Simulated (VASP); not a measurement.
Wanted: the native input for a VASP 6.6.1 run.

| Property | Result |
| --- | --- |
| Task | single point |
| Functional | PBE |
| Potentials or basis | VASP PAW PBE potentials, release 64 (N, Hf_pv) |
| Cutoff | 640 eV |
| k mesh | 12 × 12 × 1 |
| Occupations | gaussian, width 0.1 eV |
| Spin | no spin polarisation |
| Dipole correction | yes |
| Second try | not_converged |
| Further INCAR settings | ALGO = Normal; EDIFF = 1e-06; NBANDS = 48; AMIX = 0.1; BMIX = 0.0001; NELMDL = -8 |

The structure of HfN lies in POSCAR:

```
HfN
1.0
    3.2157753576      0.0000000000      0.0000000000
   -1.6078876788      2.7849431526      0.0000000000
    0.0000000000      0.0000000000     26.8155131304
N Hf
5 5
Direct
    0.3333333333      0.6666666667      0.2893456125
    0.0000000000      0.0000000000      0.3807684538
    0.6666666667      0.3333333333      0.4747479335
    0.3333333333      0.6666666667      0.5736701166
    0.0000000000      0.0000000000      0.6705442741
    0.6666666667      0.3333333333      0.3184766356
    0.3333333333      0.6666666667      0.4257319689
    0.0000000000      0.0000000000      0.5237524541
    0.6666666667      0.3333333333      0.6238110609
    0.3333333333      0.6666666667      0.7191514900
```

One way to write it, as run:

INCAR

```
ALGO = Normal
AMIX = 0.1
AMIX_MAG = 0.4
BMIX = 1E-4
BMIX_MAG = 1E-4
DIPOL = 0.5 0.5 0.500
EDIFF = 1E-6
ENCUT = 640
GGA = PE
GGA_COMPAT = False
IDIPOL = 3
ISIF = 2
ISMEAR = 0
KPAR = 4
LASPH = True
LCHARG = False
LDIPOL = True
LREAL = False
LWAVE = False
NBANDS = 48
NELM = 300
NELMDL = -8
PREC = Accurate
SIGMA = 0.1
```

KPOINTS

```
k-points
0
Gamma
  12 12 1
```

Potentials or basis: VASP PAW PBE potentials, release 64 (N, Hf_pv).

The run is started by

```bash
$ cat potpaw_PBE.64/N/POTCAR potpaw_PBE.64/Hf_pv/POTCAR > POTCAR
$ mpirun -np 4 vasp_std > vasp.out
```

It gave:

| Item | Value |
| --- | --- |
| Largest force | 0.121 eV/Å |
| Band gap on the k mesh | zero (an odd number of electrons rules out a gap without spin polarisation) |

Caveat: spin-orbit coupling is left out, which moves the levels of the heavy elements; an odd number of electrons without spin polarisation forces a metal; a magnetic or distorted state may lie lower.

Run time: 8.2 min on 4 MPI ranks on Intel(R) Xeon(R) 6975P-C (Granite Rapids) (shared host), peak memory 0.58 GiB a rank.
